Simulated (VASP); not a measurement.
# CdS (m.eB) (F-43m) in VASP: further runs, part 2 of 2

VASP 6.6.1. The steps go on from the part before.

## 3. Single point, PBE

Contents of INCAR:

```
SYSTEM = CdS
  ALGO = Normal
  EDIFF = 1E-6
  ENCUT = 500
  GGA = PE
  GGA_COMPAT = .FALSE.
  ISIF = 2
  ISMEAR = 0
  LASPH = .TRUE.
  LCHARG = .FALSE.
  LREAL = .FALSE.
  LWAVE = .FALSE.
  NBANDS = 26
  NELM = 120
  PREC = Accurate
  SIGMA = 0.02
```

Contents of KPOINTS:

```
k-points
0
G
  6 6 6
  0 0 0
```

Contents of POSCAR:

```
CdS
1.0
    4.1909898994      0.0000000000      0.0000000000
    0.0000000000      5.9269547575      0.0000000000
    0.0000000000      0.0000000000      4.1909898994
Cd S
2 2
Direct
    0.0000000000      0.0000000000      0.0000058500
    0.5000000000      0.5000000000      0.5000058500
    0.5000000000      0.2500000000      0.0000058500
    0.0000000000      0.7500000000      0.5000058500
```

Potentials or basis: VASP PAW PBE potentials, release 64 (Cd, S).

On the command line:

```
> cat potpaw_PBE.64/Cd/POTCAR potpaw_PBE.64/S/POTCAR > POTCAR
> mpirun -np 1 vasp_std > vasp.out
```

OUTCAR:

```text
SYSTEM = CdS
   EDIFF = 1E-6
   ENCUT = 500
   GGA = PE
   ISIF = 2
   ISMEAR = 0
   LASPH = .TRUE.
   LREAL = .FALSE.
   NELM = 120
   PREC = Accurate

 ion  position               nearest neighbor table
   1  0.000  0.000  0.000-   3 2.57   4 2.57   4 2.57   3 2.57
   2  0.500  0.500  0.500-   3 2.57   4 2.57   3 2.57   4 2.57
   3  0.500  0.250  0.000-   1 2.57   2 2.57   2 2.57   1 2.57
   4  0.000  0.750  0.500-   1 2.57   2 2.57   1 2.57   2 2.57

  LATTYP: Found a simple tetragonal cell.
 ALAT       =     4.1909898994
 C/A-ratio  =     1.4142135629

  Lattice vectors:

 A1 = (  -4.1909898994,   0.0000000000,   0.0000000000)
 A2 = (   0.0000000000,   0.0000000000,   4.1909898994)
 A3 = (   0.0000000000,   5.9269547575,   0.0000000000)

Analysis of symmetry for initial positions (statically):
=====================================================================
 Subroutine PRICEL returns following result:

  LATTYP: Found a face centered cubic cell.
 ALAT       =     5.9269547565

  Lattice vectors:

 A1 = (  -2.0954949497,   2.9634773787,   2.0954949497)
 A2 = (   0.0000000000,   0.0000000000,   4.1909898994)
 A3 = (   2.0954949497,   2.9634773788,   2.0954949497)

   2 primitive cells build up your supercell.

 Routine SETGRP: Setting up the symmetry group for a
 simple tetragonal supercell.

 Subroutine GETGRP returns: Found  8 space group operations
 (whereof  4 operations were pure point group operations)
 out of a pool of 16 trial point group operations.

The static configuration has the point symmetry     .
 The point group associated with its full space group is D_2d.

Analysis of symmetry for dynamics (positions and initial velocities):
=====================================================================
 Subroutine PRICEL returns following result:

  LATTYP: Found a face centered cubic cell.
 ALAT       =     5.9269547565

  Lattice vectors:

 A1 = (  -2.0954949497,   2.9634773787,   2.0954949497)
 A2 = (   0.0000000000,   0.0000000000,   4.1909898994)
 A3 = (   2.0954949497,   2.9634773788,   2.0954949497)

   2 primitive cells build up your supercell.

 Routine SETGRP: Setting up the symmetry group for a
 simple tetragonal supercell.

 Subroutine GETGRP returns: Found  8 space group operations
 (whereof  4 operations were pure point group operations)
 out of a pool of 16 trial point group operations.

The dynamic configuration has the point symmetry D_2d.
 The point group associated with its full space group is D_2d.

 Subroutine INISYM returns: Found  8 space group operations
 (whereof  4 operations are pure point group operations),
 and found     2 'primitive' translations

----------------------------------------------------------------------------------------

                                     Primitive cell

  volume of cell :      52.0517

[... 30 lines left out ...]
     0.000000000  0.000000000  0.039767852     0.000000000  0.000000000  0.166666667

  Length of vectors
     0.039767852  0.028120118  0.039767852

  Shift w.r.t. Gamma in fractional coordinates (k-lattice)
     0.000000000  0.000000000  0.000000000

 Subroutine IBZKPT returns following result:
 ===========================================

 Found     40 irreducible k-points:

 Following reciprocal coordinates:
            Coordinates               Weight
  0.000000  0.000000  0.000000      1.000000
  0.166667  0.000000  0.000000      4.000000
  0.333333  0.000000  0.000000      4.000000
  0.500000  0.000000  0.000000      2.000000
  0.000000  0.166667  0.000000      2.000000
  0.166667  0.166667  0.000000      8.000000
[... 16 lines left out ...]
  0.166667  0.333333  0.166667      8.000000
  0.333333  0.333333  0.166667     16.000000
 [... further k-points ...]
   k-points           NKPTS =     40   k-points in BZ     NKDIM =     40   number of bands    NBANDS=     26
   number of dos      NEDOS =    301   number of ions     NIONS =      4
   total plane-waves  NPLWV =  49152
   dimension x,y,z NGX =    32 NGY =   48 NGZ =   32
   dimension x,y,z NGXF=    64 NGYF=   96 NGZF=   64
   ions per type =               2   2
   NGX,Y,Z   is equivalent  to a cutoff of  12.69, 13.46, 12.69 a.u.
   NGXF,Y,Z  is equivalent  to a cutoff of  25.39, 26.93, 25.39 a.u.
 SYSTEM =  CdS
   PREC   = accura    normal or accurate (medium, high low for compatibility)
   ISTART =      0    job   : 0-new  1-cont  2-samecut
   ICHARG =      2    charge: 1-file 2-atom 10-const
   ISPIN  =      1    spin polarized calculation?
   LNONCOLLINEAR =      F non collinear calculations
   LSORBIT =      F    spin-orbit coupling
   LASPH  =      T    aspherical Exc in radial PAW
   ENCUT  =  500.0 eV  36.75 Ry    6.06 a.u.   7.64 10.81  7.64*2*pi/ulx,y,z
   NELM   =    120;   NELMIN=  2; NELMDL= -5     # of ELM steps
   EDIFF  = 0.1E-05   stopping-criterion for ELM
   LREAL  =      F    real-space projection
   EDIFFG = 0.1E-04   stopping-criterion for IOM
   NSW    =      0    number of steps for IOM
   IBRION =     -1    ionic relax: 0-MD 1-quasi-New 2-CG
   NFREE  =      0    steps in history (QN), initial steepest desc. (CG)
   ISIF   =      2    stress and relaxation
   ISYM   =      2    0-nonsym 1-usesym 2-fastsym
   POTIM  = 0.5000    time-step for ionic-motion
   TEBEG  =    0.0;   TEEND  =   0.0 temperature during run
   PSTRESS=    0.0 pullay stress
   NELECT =      36.0000    total number of electrons
   NUPDOWN=      -1.0000    fix difference up-down
   EMIN   =  10.00;   EMAX   =-10.00  energy-range for DOS
   EFERMI =   0.00;   METHOD = LEGACY
   ISMEAR =     0;   SIGMA  =   0.02  broadening in eV -4-tet -1-fermi 0-gaus
   EFERMI_NEDOS =   21; number of points for ismear=-14 and -15
   IALGO  =     38    algorithm
   IMIX   =      4    mixing-type and parameters
     AMIX     =   0.40;   BMIX     =  1.00
     AMIX_MAG =   1.60;   BMIX_MAG =  1.00
  volume/ion in A,a.u.               =      26.03       175.63
  Fermi-wavevector in a.u.,A,eV,Ry     =   1.149090  2.171465 17.965240  1.320408
  Thomas-Fermi vector in A             =   2.285762
   LORBIT       =      0    0 simple, 1 ext, 2 COOP (PROOUT), +10 PAW based schemes
   GGA     = PE    functional components
   LHFCALC =     F    Hartree Fock is set to
   AEXX    =    0.0000 exact exchange contribution
   IVDW    =     0    specifies the selected vdW correction
   LEPSILON=     F    determine dielectric tensor
   LRPA    =     F    only Hartree local field effects (RPA)
 non-spin polarized calculation
 Gauss-broadening in eV      SIGMA  =   0.02
  energy-cutoff  :      500.00
  volume of cell :      104.10
 maximum number of plane-waves:      2700
 NGX is ok and might be reduce to    32
   NGX = 15   NGY = 21   NGZ = 15

 number of electron      36.0000021 magnetization

 Free energy of the ion-electron system (eV)
  ---------------------------------------------------
  ext. energy  EPLUGINS =         0.00000000
  ---------------------------------------------------
  free energy    TOTEN  =       -12.29328834 eV

  energy without entropy =      -12.29328834  energy(sigma->0) =      -12.29328834

 E-fermi :   1.0401     XC(G=0):  -8.9274

 val. band max:        0.9164600987   @ k =   0.0000   0.0000   0.0000
 cond. band min:       1.9588005382   @ k =   0.0000   0.0000   0.0000
 fundamental gap:      1.0423404395
 Fermi energy:         1.0401150575

 k-point     1 :       0.0000    0.0000    0.0000
  band No.  band energies     occupation
      1     -11.1710      2.00000
      2     -10.6713      2.00000
      3      -6.6522      2.00000
      4      -6.6521      2.00000
      5      -6.6521      2.00000
      6      -6.4536      2.00000
[... 685 lines left out ...]
     25       8.4675      0.00000
     26       9.0795      0.00000

 [... further k-points ...]

------------------------ aborting loop because EDIFF is reached ----------------------------------------

  FORCE on cell =-STRESS in cart. coord.  units (eV):
  Direction    XX          YY          ZZ          XY          YZ          ZX
  --------------------------------------------------------------------------------------
  -------------------------------------------------------------------------------------
  Total        0.1919945      0.1823704      0.1919945     -0.0000000      0.0000000      0.0000000
  in kB        2.9548436      2.8067262      2.9548436     -0.0000000      0.0000000      0.0000000
  external PRESSURE =       2.9054711 kB  Pullay stress =       0.0000000 kB

 VOLUME and BASIS-vectors are now :
 -----------------------------------------------------------------------------
  energy-cutoff  :      500.00
  volume of cell :      104.10
      direct lattice vectors                 reciprocal lattice vectors
     4.190989899  0.000000000  0.000000000     0.238607113  0.000000000  0.000000000
     0.000000000  5.926954757  0.000000000     0.000000000  0.168720707  0.000000000
     0.000000000  0.000000000  4.190989899     0.000000000  0.000000000  0.238607113

 POSITION                                       TOTAL-FORCE (eV/Angst)
 -----------------------------------------------------------------------------------
      0.00000      0.00000      0.00002         0.000000      0.000000     -0.000000
      2.09549      2.96348      2.09552         0.000000      0.000000     -0.000000
      2.09549      1.48174      0.00002         0.000000     -0.000000     -0.000000
      0.00000      4.44522      2.09552        -0.000000     -0.000000      0.000000
 -----------------------------------------------------------------------------------
    total drift:                                0.000000     -0.000000     -0.023869

  FREE ENERGIE OF THE ION-ELECTRON SYSTEM (eV)
  ---------------------------------------------------
  free  energy   TOTEN  =       -12.2932883440 eV

  energy  without entropy=      -12.2932883440  energy(sigma->0) =      -12.29328834
```

OSZICAR:

```text
N       E                     dE             d eps       ncg     rms          rms(c)
DAV:   1     0.242267484555E+03    0.24227E+03   -0.17140E+04  2080   0.122E+03
DAV:   2     0.369679548094E+00   -0.24190E+03   -0.23320E+03  2276   0.313E+02
DAV:   3    -0.132559265734E+02   -0.13626E+02   -0.13541E+02  2474   0.743E+01
DAV:   4    -0.133978162072E+02   -0.14189E+00   -0.14176E+00  2346   0.733E+00
DAV:   5    -0.133999671373E+02   -0.21509E-02   -0.21508E-02  2472   0.900E-01    0.104E+01
DAV:   6    -0.123152981491E+02    0.10847E+01   -0.19038E+00  2626   0.138E+01    0.833E+00
DAV:   7    -0.122955722346E+02    0.19726E-01   -0.63269E-01  2190   0.425E+00    0.406E+00
DAV:   8    -0.122946107159E+02    0.96152E-03   -0.70510E-02  2240   0.260E+00    0.456E-01
DAV:   9    -0.122928514848E+02    0.17592E-02   -0.13832E-02  2320   0.140E+00    0.128E-01
DAV:  10    -0.122931164375E+02   -0.26495E-03   -0.11697E-03  2190   0.318E-01    0.115E-01
DAV:  11    -0.122932760734E+02   -0.15964E-03   -0.23746E-04  2202   0.988E-02    0.685E-02
DAV:  12    -0.122932886284E+02   -0.12555E-04   -0.10726E-04  2146   0.650E-02    0.191E-02
DAV:  13    -0.122932883440E+02    0.28433E-06   -0.96670E-06  2388   0.209E-02
   1 F= -.12293288E+02 E0= -.12293288E+02  d E =-.366010E-20
```

Run time: 27 s. Hardware: 1 thread of Intel Xeon 6975P-C (Granite Rapids), shared host; peak memory 0.24 GiB.

Results:

| Item | Value |
| --- | --- |
| Free energy | -12.2933 eV |
| Pressure | 0.3 GPa |
| Band gap on the k mesh | 1.04 eV |

Levels at points of the mesh, in eV from the valence-band top:
| k point | band 14 | band 15 | band 16 | band 17 | band 18 | band 19 | band 20 | band 21 | band 22 | band 23 |
| --- | --- | --- | --- | --- | --- | --- | --- | --- | --- | --- |
| (0.00, 0.00, 0.00) | -1.72 | -1.72 | 0.00 | 0.00 | 0.00 | 1.04 | 3.63 | 4.28 | 6.55 | 6.55 |
| (0.50, 0.00, 0.00) | -3.31 | -1.87 | -1.87 | -0.70 | -0.70 | 4.13 | 4.13 | 6.15 | 6.15 | 6.67 |
| (0.00, 0.50, 0.00) | -2.25 | -0.93 | -0.93 | -0.93 | -0.93 | 3.48 | 3.48 | 4.84 | 4.84 | 8.06 |
| (0.50, 0.50, 0.00) | -4.12 | -0.69 | -0.69 | -0.68 | -0.68 | 2.94 | 2.94 | 7.00 | 7.00 | 7.00 |
| (0.50, 0.00, 0.50) | -3.75 | -1.72 | -1.72 | -1.72 | -1.72 | 3.63 | 3.63 | 4.28 | 4.28 | 9.04 |
| (0.50, 0.50, 0.50) | -3.68 | -2.06 | -2.06 | -2.03 | -2.03 | 5.23 | 5.23 | 5.44 | 5.44 | 7.15 |

## 4. Single point, PBE

Contents of INCAR:

```
SYSTEM = CdS
PREC = Accurate
ENCUT = 500
EDIFF = 1E-6
ISMEAR = 0
SIGMA = 0.02
LREAL = .FALSE.
LASPH = .TRUE.
NELM = 120
ALGO = Normal
ISIF = 2
LWAVE = .FALSE.
LCHARG = .TRUE.
GGA = PE
LELF = .TRUE.
LVHAR = .TRUE.
NBANDS = 26
GGA_COMPAT = .FALSE.
```

Contents of KPOINTS:

```
regular mesh
0
G
  6 6 6
  0 0 0
```

Contents of POSCAR:

```
CdS
1.0
    4.1909899000      0.0000000000      0.0000000000
    0.0000000000      5.9269547575      0.0000000000
    0.0000000000      0.0000000000      4.1909898987
Cd S
2 2
Direct
    0.0000000000      0.0000000000      0.0000000000
    0.5000000000      0.5000000000      0.5000117000
    0.5000000000      0.2500000000      0.0000000000
    0.0000000000      0.7500000000      0.5000117000
```

On the command line:

```
> cat potpaw_PBE.64/Cd/POTCAR potpaw_PBE.64/S/POTCAR > POTCAR
> mpirun -np 1 vasp_std > vasp.out
```

It took 43 s on 1 thread of Intel Xeon 6975P-C (Granite Rapids), shared host; peak memory 0.29 GiB.

It converged, with:

```
Free energy            : -12.2933 eV
Pressure               : 0.3 GPa
Band gap on the k mesh : 1.04 eV
```

Levels at points of the mesh, in eV from the valence-band top:
```tsv
k point	band 16	band 17	band 18	band 19	band 20	band 21
(0.00, 0.00, 0.00)	0.00	0.00	0.00	1.04	3.63	4.28
(0.50, 0.00, 0.00)	-1.87	-0.70	-0.70	4.13	4.13	6.15
(0.00, 0.00, 0.50)	-1.87	-0.70	-0.70	4.13	4.13	6.15
(0.00, 0.50, 0.00)	-0.93	-0.93	-0.93	3.48	3.48	4.84
(0.50, 0.50, 0.00)	-0.69	-0.68	-0.68	2.94	2.94	7.00
(0.00, 0.50, 0.50)	-0.69	-0.68	-0.68	2.94	2.94	7.00
(0.50, 0.00, 0.50)	-1.72	-1.72	-1.72	3.63	3.63	4.28
(0.50, 0.50, 0.50)	-2.06	-2.03	-2.03	5.23	5.23	5.44
```

As with any semilocal functional, this PBE gap is likely too small.
